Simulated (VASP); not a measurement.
# SiC (P6_3mc) in VASP: phonons with r2SCAN

Aim: the phonons of SiC with r2SCAN.

All numbers are computed with VASP 6.6.1; they aren't measurements. Logs are shortened: lines on timing, memory, paths and dates and some standing lists are left out, and cuts for length are marked.

## Step 1: The cell of the first run

The structure is hexagonal, space group P6_3mc (No. 186). The conventional cell has a = 3.075 Å, b = 3.075 Å, c = 5.048 Å, α = 90.00°, β = 90.00°, γ = 120.00°. Within 2.5 Å of Si (site symmetry 3m) lie 4 C at 1.88 to 1.90 Å. C (site symmetry 3m) has 4 Si at 1.88 to 1.90 Å within 2.5 Å.

## Step 2: Phonons, r2SCAN

Contents of INCAR:

```
PREC = Accurate
ENCUT = 520
EDIFF = 1E-8
ISMEAR = 0
SIGMA = 0.05
LREAL = False
LASPH = True
NELM = 80
ALGO = Normal
ISIF = 2
LWAVE = False
LCHARG = False
METAGGA = R2SCAN
LMIXTAU = True
IBRION = 6
NFREE = 2
POTIM = 0.015
NSW = 1
```

Contents of KPOINTS:

```
Automatic mesh
0
Gamma
  12 12 6
```

Contents of POSCAR:

```
SiC
1.0
    3.0751950076      0.0000000000      0.0000000000
   -1.5375975038      2.6631969982      0.0000000000
    0.0000000000      0.0000000000      5.0481668526
Si C
2 2
Direct
    0.3333333333      0.6666666667      0.0046028828
    0.6666666667      0.3333333333      0.5046028828
    0.3333333333      0.6666666667      0.3803971172
    0.6666666667      0.3333333333      0.8803971172
```

Potentials or basis: VASP PAW PBE potentials, release 64 (Si, C).

Launch:

```
$ cat potpaw_PBE.64/Si/POTCAR potpaw_PBE.64/C/POTCAR > POTCAR
$ mpirun -np 1 vasp_std > vasp.out
```

OUTCAR:

```text
PREC = Accurate
   ENCUT = 520
   EDIFF = 1E-8
   ISMEAR = 0
   LREAL = False
   LASPH = True
   NELM = 80
   ISIF = 2
   METAGGA = R2SCAN
   IBRION = 6
   NFREE = 2
   POTIM = 0.015
   NSW = 1

 ion  position               nearest neighbor table
   1  0.333  0.667  0.005-   4 1.88   4 1.88   4 1.88   3 1.90   2 3.09   2 3.09   2 3.09   2 3.09
                             2 3.09   2 3.09
   2  0.667  0.333  0.505-   3 1.88   3 1.88   3 1.88   4 1.90   1 3.09   1 3.09   1 3.09   1 3.09
                             1 3.09   1 3.09
   3  0.333  0.667  0.380-   2 1.88   2 1.88   2 1.88   1 1.90
   4  0.667  0.333  0.880-   1 1.88   1 1.88   1 1.88   2 1.90

  LATTYP: Found a hexagonal cell.
 ALAT       =     3.0751950076
 C/A-ratio  =     1.6415761733

  Lattice vectors:

 A1 = (   3.0751950076,   0.0000000000,   0.0000000000)
 A2 = (  -1.5375975038,   2.6631969982,   0.0000000000)
 A3 = (   0.0000000000,   0.0000000000,   5.0481668526)

Analysis of symmetry for initial positions (statically):
=====================================================================
 Subroutine PRICEL returns:
 Original cell was already a primitive cell.

 Routine SETGRP: Setting up the symmetry group for a
 hexagonal supercell.

 Subroutine GETGRP returns: Found 12 space group operations
 (whereof  6 operations were pure point group operations)
 out of a pool of 24 trial point group operations.

The static configuration has the point symmetry C_3v.
 The point group associated with its full space group is C_6v.

Analysis of symmetry for dynamics (positions and initial velocities):
=====================================================================
 Subroutine PRICEL returns:
 Original cell was already a primitive cell.

 Routine SETGRP: Setting up the symmetry group for a
 hexagonal supercell.

 Subroutine GETGRP returns: Found 12 space group operations
 (whereof  6 operations were pure point group operations)
 out of a pool of 24 trial point group operations.

The dynamic configuration has the point symmetry C_3v.
 The point group associated with its full space group is C_6v.

 Subroutine INISYM returns: Found 12 space group operations
 (whereof  6 operations are pure point group operations),
 and found     1 'primitive' translations

----------------------------------------------------------------------------------------

                                     Primitive cell

  volume of cell :      41.3437

  direct lattice vectors                    reciprocal lattice vectors
     3.075195008  0.000000000  0.000000000     0.325182630  0.187744279  0.000000000
    -1.537597504  2.663196998  0.000000000     0.000000000  0.375488558  0.000000000
     0.000000000  0.000000000  5.048166853     0.000000000  0.000000000  0.198091709

  length of vectors
     3.075195008  3.075195008  5.048166853     0.375488558  0.375488558  0.198091709

  position of ions in fractional coordinates (direct lattice)
     0.333333333  0.666666667  0.004602883
     0.666666667  0.333333333  0.504602883
     0.333333333  0.666666667  0.380397117
     0.666666667  0.333333333  0.880397117

  ion indices of the primitive-cell ions
   primitive index   ion index
                 1           1
                 2           2
                 3           3
                 4           4

----------------------------------------------------------------------------------------

 KPOINTS: Automatic mesh

Automatic generation of k-mesh.
 Grid dimensions read from file:
 generate k-points for:   12   12    6

 Generating k-lattice:

  Cartesian coordinates                     Fractional coordinates (reciprocal lattice)
     0.027098552  0.015645357  0.000000000     0.083333333 -0.000000000  0.000000000
     0.000000000  0.031290713  0.000000000     0.000000000  0.083333333  0.000000000
     0.000000000  0.000000000  0.033015285     0.000000000  0.000000000  0.166666667

  Length of vectors
     0.031290713  0.031290713  0.033015285

  Shift w.r.t. Gamma in fractional coordinates (k-lattice)
     0.000000000  0.000000000  0.000000000

 Subroutine IBZKPT returns following result:
 ===========================================

 Found     76 irreducible k-points:

 Following reciprocal coordinates:
            Coordinates               Weight
  0.000000  0.000000  0.000000      1.000000
  0.083333  0.000000  0.000000      6.000000
  0.166667  0.000000  0.000000      6.000000
  0.250000  0.000000  0.000000      6.000000
  0.333333  0.000000  0.000000      6.000000
  0.416667  0.000000  0.000000      6.000000
[... 16 lines left out ...]
  0.250000  0.000000  0.166667     12.000000
  0.333333  0.000000  0.166667     12.000000
 [... further k-points ...]
   k-points           NKPTS =     76   k-points in BZ     NKDIM =     76   number of bands    NBANDS=     12
   number of dos      NEDOS =    301   number of ions     NIONS =      4
   total plane-waves  NPLWV =  23040
   dimension x,y,z NGX =    24 NGY =   24 NGZ =   40
   dimension x,y,z NGXF=    48 NGYF=   48 NGZF=   80
   ions per type =               2   2
   NGX,Y,Z   is equivalent  to a cutoff of  12.97, 12.97, 13.17 a.u.
   NGXF,Y,Z  is equivalent  to a cutoff of  25.95, 25.95, 26.35 a.u.
 SYSTEM =  unknown system
   PREC   = accura    normal or accurate (medium, high low for compatibility)
   ISTART =      0    job   : 0-new  1-cont  2-samecut
   ICHARG =      2    charge: 1-file 2-atom 10-const
   ISPIN  =      1    spin polarized calculation?
   LNONCOLLINEAR =      F non collinear calculations
   LSORBIT =      F    spin-orbit coupling
   LASPH  =      T    aspherical Exc in radial PAW
   ENCUT  =  520.0 eV  38.22 Ry    6.18 a.u.   5.72  5.72  9.39*2*pi/ulx,y,z
   NELM   =     80;   NELMIN=  2; NELMDL= -5     # of ELM steps
   EDIFF  = 0.1E-07   stopping-criterion for ELM
   LREAL  =      F    real-space projection
   EDIFFG = 0.1E-06   stopping-criterion for IOM
   NSW    =     85    number of steps for IOM
   IBRION =      6    ionic relax: 0-MD 1-quasi-New 2-CG
   NFREE  =      2    steps in history (QN), initial steepest desc. (CG)
   ISIF   =      2    stress and relaxation
   ISYM   =      2    0-nonsym 1-usesym 2-fastsym
   POTIM  = 0.0150    time-step for ionic-motion
   TEBEG  =    0.0;   TEEND  =   0.0 temperature during run
   PSTRESS=    0.0 pullay stress
   NELECT =      16.0000    total number of electrons
   NUPDOWN=      -1.0000    fix difference up-down
   EMIN   =  10.00;   EMAX   =-10.00  energy-range for DOS
   EFERMI =   0.00;   METHOD = LEGACY
   ISMEAR =     0;   SIGMA  =   0.05  broadening in eV -4-tet -1-fermi 0-gaus
   EFERMI_NEDOS =   21; number of points for ismear=-14 and -15
   IALGO  =     38    algorithm
   IMIX   =      4    mixing-type and parameters
     AMIX     =   0.40;   BMIX     =  1.00
     AMIX_MAG =   1.60;   BMIX_MAG =  1.00
  volume/ion in A,a.u.               =      10.34        69.75
  Fermi-wavevector in a.u.,A,eV,Ry     =   1.193012  2.254466 19.364879  1.423278
  Thomas-Fermi vector in A             =   2.329037
   LORBIT       =      0    0 simple, 1 ext, 2 COOP (PROOUT), +10 PAW based schemes
   METAGGA = R2SCAN    functional components
   LHFCALC =     F    Hartree Fock is set to
   AEXX    =    0.0000 exact exchange contribution
   IVDW    =     0    specifies the selected vdW correction
   LEPSILON=     F    determine dielectric tensor
   LRPA    =     F    only Hartree local field effects (RPA)
 finite differences with symmetry
 non-spin polarized calculation
 Gauss-broadening in eV      SIGMA  =   0.05
  energy-cutoff  :      520.00
  volume of cell :       41.34
 maximum number of plane-waves:      1126
 NGX is ok and might be reduce to    24
   NGX = 11   NGY = 11   NGZ = 19

--------------------------------------- Ionic step        1  -------------------------------------------

 number of electron      15.9999999 magnetization

 Free energy of the ion-electron system (eV)
  ---------------------------------------------------
  ext. energy  EPLUGINS =         0.00000000
  ---------------------------------------------------
  free energy    TOTEN  =       -38.63791321 eV

  energy without entropy =      -38.63791321  energy(sigma->0) =      -38.63791321

------------------------ aborting loop because EDIFF is reached ----------------------------------------

  FORCE on cell =-STRESS in cart. coord.  units (eV):
  Direction    XX          YY          ZZ          XY          YZ          ZX
  --------------------------------------------------------------------------------------
  -------------------------------------------------------------------------------------
  Total       -0.0421976     -0.0421976     -0.0408084      0.0000000      0.0000000      0.0000000
  in kB       -1.6352653     -1.6352653     -1.5814321      0.0000000      0.0000000      0.0000000
  external PRESSURE =      -1.6173209 kB  Pullay stress =       0.0000000 kB
[... 291 lines left out ...]
--------------------------------------- Ionic step        9  -------------------------------------------

 number of electron      15.9999999 magnetization

 Free energy of the ion-electron system (eV)
  ---------------------------------------------------
  ext. energy  EPLUGINS =         0.00000000
  ---------------------------------------------------
  free energy    TOTEN  =       -38.63504467 eV

  energy without entropy =      -38.63504467  energy(sigma->0) =      -38.63504467

 E-fermi :   8.4040     XC(G=0): -11.9297

 val. band max:        8.1686124556   @ k =   0.0000   0.0000   0.0000
 cond. band min:      10.7707991782   @ k =   0.3333   0.3333   0.0000
 fundamental gap:      2.6021867226
 Fermi energy:         8.4039829446

 k-point     1 :       0.0000    0.0000    0.0000
  band No.  band energies     occupation
      1      -8.2084      2.00000
      2      -4.5704      2.00000
      3      -0.8725      2.00000
      4       6.7763      2.00000
      5       6.7763      2.00000
      6       7.9871      2.00000
      7       8.1686      2.00000
      8       8.1686      2.00000
      9      13.5322      0.00000
     10      14.9252      0.00000
     11      15.3395      0.00000
     12      15.3395      0.00000
[... 331 lines left out ...]
 k-point    24 :       0.3333    0.0000    0.1667
  band No.  band energies     occupation
      1      -6.1698      2.00000
      2      -3.5874      2.00000
      3       0.5418      2.00000
      4       2.3086      2.00000
      5       3.1766      2.00000
      6       5.1760      2.00000
      7       6.4484      2.00000
      8       7.0108      2.00000
      9      12.0048      0.00000
     10      13.0910      0.00000
     11      15.5645      0.00000
     12      16.5131      0.00000

 [... further k-points ...]

------------------------ aborting loop because EDIFF is reached ----------------------------------------

  FORCE on cell =-STRESS in cart. coord.  units (eV):
  Direction    XX          YY          ZZ          XY          YZ          ZX
  --------------------------------------------------------------------------------------
  -------------------------------------------------------------------------------------
  Total       -0.1096381     -0.1096381      0.1000708      0.0000000      0.0000000      0.0000000
  in kB       -4.2487622     -4.2487622      3.8780034      0.0000000      0.0000000      0.0000000
  external PRESSURE =      -1.5398403 kB  Pullay stress =       0.0000000 kB
[... 19 lines left out ...]
  FREE ENERGIE OF THE ION-ELECTRON SYSTEM (eV)
  ---------------------------------------------------
  free  energy   TOTEN  =       -38.6350446651 eV

  energy  without entropy=      -38.6350446651  energy(sigma->0) =      -38.63504467

 INTERNAL STRAIN TENSORS FROM DISPLACED ATOMS
 ============================================

 INTERNAL STRAIN TENSOR FOR ION    1 for displacements in x,y,z  (eV/Angst):
          X           Y           Z          XY          YZ          ZX
  --------------------------------------------------------------------------------
  x     0.00000    -0.00000    -0.00000    -7.27573    -0.00000    -5.45059
  y    -7.27573     7.27573     0.00000     0.00000    -5.45059     0.00000
  z    -4.60870    -4.60870     8.73249     0.00000     0.00000    -0.00000

 INTERNAL STRAIN TENSOR FOR ION    4 for displacements in x,y,z  (eV/Angst):
          X           Y           Z          XY          YZ          ZX
  --------------------------------------------------------------------------------
  x     0.00000     0.00000     0.00000     9.18612     0.00000     5.44928
  y     9.18612    -9.18612     0.00000     0.00000     5.44928     0.00000
  z     4.61055     4.61055    -8.72784    -0.00000     0.00000     0.00000

 Eigenvectors and eigenvalues of the dynamical matrix
 ----------------------------------------------------

   1 f  =   25.387833 THz   159.516462 2PiTHz  846.846966 cm-1   104.995595 meV
             X         Y         Z           dx          dy          dz
     -0.000000  1.775465  0.023236     0.000000   -0.000000   -0.035454
      1.537598  0.887732  2.547320     0.000000   -0.000000    0.035454
     -0.000000  1.775465  1.920308    -0.000000    0.000000   -0.706217
      1.537598  0.887732  4.444392    -0.000000    0.000000    0.706217
[... 71 lines left out ...]
  12 f/i=    0.000898 THz     0.005641 2PiTHz    0.029946 cm-1     0.003713 meV
             X         Y         Z           dx          dy          dz
     -0.000000  1.775465  0.023236     0.010993    0.591708   -0.000000
      1.537598  0.887732  2.547320     0.010993    0.591708   -0.000000
     -0.000000  1.775465  1.920308     0.007188    0.386923   -0.000000
      1.537598  0.887732  4.444392     0.007188    0.386923   -0.000000

 ELASTIC MODULI CONTR FROM IONIC RELAXATION (kBar)
 Direction    XX          YY          ZZ          XY          YZ          ZX
 --------------------------------------------------------------------------------
 XX        -417.4671    239.0816    168.9220      0.0000      0.0000     -0.0000
 YY         239.0816   -417.4671    168.9220     -0.0000     -0.0000      0.0000
 ZZ         168.9220    168.9220   -319.9209     -0.0000      0.0000     -0.0000
 XY           0.0000     -0.0000     -0.0000   -328.2743     -0.0000      0.0000
 YZ           0.0000     -0.0000      0.0000     -0.0000   -115.7856     -0.0000
 ZX          -0.0000      0.0000     -0.0000      0.0000     -0.0000   -115.7855
 --------------------------------------------------------------------------------
```

Wall time 40 min (1 thread of Intel Xeon Platinum 8488C (Sapphire Rapids), shared host); peak memory 0.44 GiB.

What came out:

* Highest phonon frequency at Γ, LO-TO splitting left out: 847 cm⁻¹

Phonon frequencies in cm⁻¹ (negative: imaginary):
| q point | frequencies |
| --- | --- |
| (0.000, 0.000, 0.000) | 0 0 0 271 271 604 764 764 773 802 802 847 |

Caveat: the PAW data sets were made with another functional, which shifts forces and pressure a little.
